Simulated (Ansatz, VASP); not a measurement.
# MgBCl5 in VASP and in Ansatz

INCAR

```
PREC = Accurate
ENCUT = 600
EDIFF = 1E-7
ISMEAR = 0
SIGMA = 0.1
LREAL = False
LASPH = True
NELM = 80
ALGO = Normal
ISIF = 3
LWAVE = False
LCHARG = False
GGA = PE
IBRION = 2
NSW = 90
EDIFFG = -0.04
```

KPOINTS

```
Automatic mesh
0
Gamma
  4 4 2
```

POSCAR

```
MgBCl5
1.0
    4.3894253800      0.0000000000      0.0000000000
    0.0000000000      4.3894253800      0.0000000000
    0.0000000000      0.0000000000      7.5996834800
Mg B Cl
1 1 5
Direct
    0.0000000000      0.0000000000      0.0000000000
    0.5000000000      0.5000000000      0.5000000000
    0.5000000000      0.0000000000      0.8144789900
    0.5000000000      0.0000000000      0.1855210100
    0.0000000000      0.5000000000      0.8144789900
    0.0000000000      0.5000000000      0.1855210100
    0.0000000000      0.0000000000      0.5000000000
```

Input for Ansatz:

```yaml
crystal:
  lattice:
    - [4.38942538, 0.0, 0.0]
    - [0.0, 4.38942538, 0.0]
    - [0.0, 0.0, 7.59968348]
  atoms:
    - { symbol: Mg, position: [0.0, 0.0, 0.0] }
    - { symbol: B, position: [0.5, 0.5, 0.5] }
    - { symbol: Cl, position: [0.5, 0.0, 0.81447899] }
    - { symbol: Cl, position: [0.5, 0.0, 0.18552101] }
    - { symbol: Cl, position: [0.0, 0.5, 0.81447899] }
    - { symbol: Cl, position: [0.0, 0.5, 0.18552101] }
    - { symbol: Cl, position: [0.0, 0.0, 0.5] }
basis:
  ecutwfc: 420
kpoints:
  mp_grid: { grid: [4, 4, 2] }
hamiltonian:
  xc: pbe
scf:
  occupations: { method: gaussian, width: 0.1 }
  lower_state_search: "off"
output:
  forces: true
  stress: true
  eigenvalues: true
relax:
  adjacent_minimum: "off"
  f_tol: 0.04
  max_steps: 70
  cell: { stress_tol: 0.4 }
```

Change from the starting cell: species swapped into the BaYF5 type (P4/mmm, No. 123).

Alike in both runs: task relaxation of cell and atoms; functional PBE; k mesh 4 × 4 × 2; occupations gaussian, width 0.1 eV; no spin polarisation.

|  | VASP | Ansatz |
| --- | --- | --- |
| version | VASP 6.6.1 | Ansatz 0.2.0 |
| potentials or method | VASP PAW PBE potentials, release 64 (Mg, B, Cl), cutoff 600 eV | scalar-relativistic, plane waves, PAW |
| valence electrons in the cell | 40 | 48 |

```csv
,VASP,Ansatz,Ansatz less VASP
"gap on the k mesh at the Fermi level, each at its own relaxed structure (eV)",none,none,-
relaxed volume (Å³/atom),21.52,20.97,-0.553
relaxed length of the cell vector where the two differ most in proportion (Å),7.740,6.911,-0.8292
```

A gap of «none» marks a metal or a gap that the smearing closes. One of these differences is far larger than is usual between the two programs; its cause wasn't traced. VASP's potentials hold 40 valence electrons a cell and Ansatz's 48, so a difference there can come from the potentials and not from the codes.

The k mesh is coarse, so the values compare programs but aren't converged.
